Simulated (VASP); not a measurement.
A run of VASP 6.6.1 is set up as follows.

The input INCAR:

```
ALGO = Normal ; EDIFF = 1E-6
ENCUT = 520 ; GGA = PS
ISIF = 2 ; ISMEAR = 0
LASPH = T ; LCHARG = F
LREAL = F ; LWAVE = F
NBANDS = 20 ; NELM = 100
PREC = Accurate ; SIGMA = 0.1
```

File KPOINTS:

```
k-points
0
Gamma
  6 6 6
```

File POSCAR:

```
BaTiH3
1.0
    3.5161740300      0.0000000000      0.0000000000
    0.0000000000      3.5161740300      0.0000000000
    0.0000000000      0.0000000000      3.5161740300
Ba Ti H
1 1 3
Direct
    0.5000000000      0.5000000000      0.5000000000
    0.0000000000      0.0000000000      0.0000000000
    0.5000000000      0.0000000000      0.0000000000
    0.0000000000      0.5000000000      0.0000000000
    0.0000000000      0.0000000000      0.5000000000
```

Potentials or basis: VASP PAW PBE potentials, release 64 (Ba_sv, Ti_sv, H).

The run is started by

```sh
$ cat potpaw_PBE.64/Ba_sv/POTCAR potpaw_PBE.64/Ti_sv/POTCAR potpaw_PBE.64/H/POTCAR > POTCAR
$ mpirun -np 1 vasp_std > vasp.out
```

Q: Estimate the pressure.

A: 51.0 GPa.

Caveat: the PAW data sets were made with another functional, which shifts forces and pressure a little.
